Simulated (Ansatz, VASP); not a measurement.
## Br in VASP and in Ansatz

INCAR

```
PREC = Accurate ; ENCUT = 520
EDIFF = 1E-7 ; ISMEAR = -1
SIGMA = 0.05 ; LREAL = False
LASPH = True ; NELM = 80
ALGO = Normal ; ISIF = 2
LWAVE = False ; LCHARG = True
GGA = RE ; LELF = True
LVHAR = True ; NBANDS = 22
```

Contents of KPOINTS:

```
regular mesh
0
Gamma
  7 7 4
```

The input POSCAR:

```
Br
1.0
    5.0649786533     -2.2599987276      0.0000000000
    5.0649786533      2.2599987276      0.0000000000
    0.0000000000      0.0000000000      8.5959864467
Br
4
Direct
    0.8766682431      0.1233317569      0.1143950239
    0.6233317569      0.3766682431      0.6143950239
    0.1233317569      0.8766682431      0.8856049761
    0.3766682431      0.6233317569      0.3856049761
```

Input for Ansatz:

```yaml
crystal:
  lattice:
    - [5.0649786533, -2.2599987276, 0.0]
    - [5.0649786533, 2.2599987276, 0.0]
    - [0.0, 0.0, 8.5959864467]
  atoms:
    - { symbol: Br, position: [0.8766682431, 0.1233317569, 0.1143950239] }
    - { symbol: Br, position: [0.6233317569, 0.3766682431, 0.6143950239] }
    - { symbol: Br, position: [0.1233317569, 0.8766682431, 0.8856049761] }
    - { symbol: Br, position: [0.3766682431, 0.6233317569, 0.3856049761] }
hamiltonian:
  xc: revpbe
  pseudopotentials:
    kind: paw
    azcp:
      Br: "pseudopotentials/Br.paw.azcp"
basis:
  ecutwfc: 420
  fft_grid_basis: typed
kpoints:
  mp_grid: { grid: [7, 7, 4], shift: [0, 0, 0] }
magnetization:
  spin_polarized: false
scf:
  occupations: { method: fermi_dirac, width: 0.05 }
output:
  stress: true
```

Alike in both runs: task single point; functional revPBE; k mesh 7 × 7 × 4; occupations fermi-dirac, width 0.05 eV; no spin polarisation.

|  | VASP | Ansatz |
| --- | --- | --- |
| version | VASP 6.6.1 | Ansatz 0.2.0 |
| potentials or method | VASP PAW PBE potentials, release 64 (Br), cutoff 520 eV | plane waves (420 eV) with PAW, scalar-relativistic |
| valence electrons in the cell | 28 | 28 |

Ansatz gave:

```
pressure (GPa)                                                : 2.4
traceless stress, the component that is largest in VASP (GPa) : 2.70
```

Problem. Which values does VASP return?

Solution. Pressure (GPa): 2.4; traceless stress, the component that is largest in VASP (GPa): 2.71.

VASP's potentials were made for PBE, not for revPBE. With one functional, cell and mesh, what is left measures potentials, basis and numerics.
